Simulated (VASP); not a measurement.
Set up this calculation in VASP 6.6.1, as the native input.

```
Task                   : single point
Functional             : r2SCAN
Potentials or basis    : VASP PAW PBE potentials, release 64 (Al, Pt)
Cutoff                 : 520 eV
k mesh                 : 6 × 6 × 6
Occupations            : gaussian, width 0.1 eV
Spin                   : no spin polarisation
Dipole correction      : no
Further INCAR settings : ALGO = Normal; EDIFF = 1e-06; NBANDS = 14
```

AlPt:

```
CELL_PARAMETERS angstrom
3.09155 0.00000 0.00000
0.00000 3.09155 0.00000
0.00000 0.00000 3.09155
ATOMIC_POSITIONS crystal
Al 0.00000 0.00000 0.00000
Pt 0.50000 0.50000 0.50000
```

One way to write it, as run:

POSCAR

```
AlPt
1.0
    3.0915460000      0.0000000000      0.0000000000
    0.0000000000      3.0915460000      0.0000000000
    0.0000000000      0.0000000000      3.0915460000
Al Pt
1 1
Direct
    0.0000000000      0.0000000000      0.0000000000
    0.5000000000      0.5000000000      0.5000000000
```

INCAR.step1

```
SYSTEM = AlPt
PREC     = Accurate       ! precision mode
ENCUT    = 520            ! plane-wave cutoff, eV
ISMEAR   = 0              ! smearing method
SIGMA    = 0.1            ! smearing width, eV
LREAL    = .False.        ! projectors in reciprocal space
LASPH    = .True.         ! aspherical terms in the spheres
NELM     = 100            ! most SCF steps
NBANDS   = 14             ! bands
GGA      = PE             ! functional
ALGO     = Normal         ! electronic algorithm
EDIFF    = 1E-4           ! SCF threshold, eV
LWAVE    = .True.         ! write WAVECAR
LCHARG   = .False.        ! write CHGCAR
```

INCAR.step2

```
SYSTEM = AlPt
PREC     = Accurate       ! precision mode
ENCUT    = 520            ! plane-wave cutoff, eV
EDIFF    = 1E-6           ! SCF threshold, eV
ISMEAR   = 0              ! smearing method
SIGMA    = 0.1            ! smearing width, eV
LREAL    = .False.        ! projectors in reciprocal space
LASPH    = .True.         ! aspherical terms in the spheres
NELM     = 100            ! most SCF steps
ALGO     = Normal         ! electronic algorithm
ISIF     = 2              ! what is computed and relaxed
LWAVE    = .False.        ! write WAVECAR
LCHARG   = .False.        ! write CHGCAR
METAGGA  = R2SCAN         ! meta-GGA
LMIXTAU  = .True.       
NBANDS   = 14             ! bands
ISTART   = 1
```

KPOINTS

```
Automatic mesh
0
Gamma
  6 6 6
  0 0 0
```

Potentials or basis: VASP PAW PBE potentials, release 64 (Al, Pt).

Launch:

```bash
$ cat potpaw_PBE.64/Al/POTCAR potpaw_PBE.64/Pt/POTCAR > POTCAR
$ cp INCAR.step1 INCAR
$ mpirun -np 1 vasp_std > vasp.out
$ cp INCAR.step2 INCAR
$ mpirun -np 1 vasp_std > vasp.out
```

Results of the run:

```json
{"Pressure": "-4.7 GPa"}
```

Caveat: the PAW data sets were made with another functional, which shifts forces and pressure a little.

Wall time 41 s on 1 thread of Intel Xeon 8259CL (shared host), peak memory 0.12 GiB.
